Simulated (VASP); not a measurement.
Write the native input for VASP 6.6.1 that does the following.

```yaml
Task: single point
Functional: PBE
Potentials_or_basis: VASP PAW PBE potentials, release 64 (B)
Cutoff: 500 eV
k_mesh: 28 × 28 × 28
Occupations: gaussian, width 0.1 eV
Spin: no spin polarisation
Dipole_correction: no
Further_INCAR_settings: ALGO = Normal; EDIFF = 1e-06; NBANDS = 8
```

The structure of B lies in POSCAR:

```
B
1.0
    1.8850225704      0.0000000000      0.0000000000
    0.0000000000      1.8850225704      0.0000000000
    0.0000000000      0.0000000000      1.8850225704
B
1
Direct
    0.5000000000      0.5000000000      0.5000000000
```

One way to write it, as run:

INCAR

```
PREC     = Accurate       # precision mode
ENCUT    = 500            # plane-wave cutoff, eV
EDIFF    = 1E-6           # SCF threshold, eV
ISMEAR   = 0              # smearing method
SIGMA    = 0.1            # smearing width, eV
LREAL    = False          # projectors in reciprocal space
LASPH    = True           # aspherical terms in the spheres
NELM     = 120            # most SCF steps
ALGO     = Normal         # electronic algorithm
ISIF     = 2              # what is computed and relaxed
LWAVE    = False          # write WAVECAR
LCHARG   = False          # write CHGCAR
GGA      = PE             # functional
NBANDS   = 8              # bands
GGA_COMPAT= False
```

KPOINTS

```
regular mesh
0
Gamma
  28 28 28
```

Potentials or basis: VASP PAW PBE potentials, release 64 (B).

The run is started by

```bash
$ cat potpaw_PBE.64/B/POTCAR > POTCAR
$ mpirun -np 1 vasp_std > vasp.out
```

It gave:

* Pressure: 0.1 GPa

Run time: 10 s on 1 thread of Intel(R) Xeon(R) Platinum 8259CL CPU @ 2.50GHz (Skylake/Cascade Lake), with other jobs on the host, peak memory 0.12 GiB.
